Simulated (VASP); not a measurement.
Here is a VASP 6.6.1 calculation.

File INCAR:

```
SYSTEM = AlO5
PREC = Accurate
ENCUT = 520
EDIFF = 1E-6
ISMEAR = 0
SIGMA = 0.1
LREAL = .False.
LASPH = .True.
NELM = 80
ALGO = Normal
ISIF = 2
LWAVE = .False.
LCHARG = .False.
GGA = PE
NBANDS = 26
```

The input KPOINTS:

```
Automatic mesh
0
Gamma
  6 6 6
  0 0 0
```

The input POSCAR:

```
AlO5
1.0
    3.5655607588      0.0000000023      0.0000000000
   -1.7827803814      3.0878661947      0.0000000000
    0.0000000000      0.0000000000      6.3767516465
Al O
1 5
Direct
    0.0000000000      0.0000000000      0.0000000000
    0.3333333333      0.6666666667      0.0000000000
    0.6666666667      0.3333333333      0.0000000000
    0.5000000000      0.0000000000      0.5000000000
    0.5000000000      0.5000000000      0.5000000000
    0.0000000000      0.5000000000      0.5000000000
```

Potentials or basis: VASP PAW PBE potentials, release 64 (Al, O).

Command:

```sh
$ cat potpaw_PBE.64/Al/POTCAR potpaw_PBE.64/O/POTCAR > POTCAR
$ mpirun -np 1 vasp_std > vasp.out
```

**Question.** Predict the pressure.

**Answer.** -0.1 GPa.

Stress tensor (GPa, compression positive):
```
-0.13  0.00  0.00
 0.00 -0.13  0.00
 0.00  0.00  0.07
```

Caveat: an odd number of electrons without spin polarisation forces a metal; a magnetic or distorted state may lie lower.
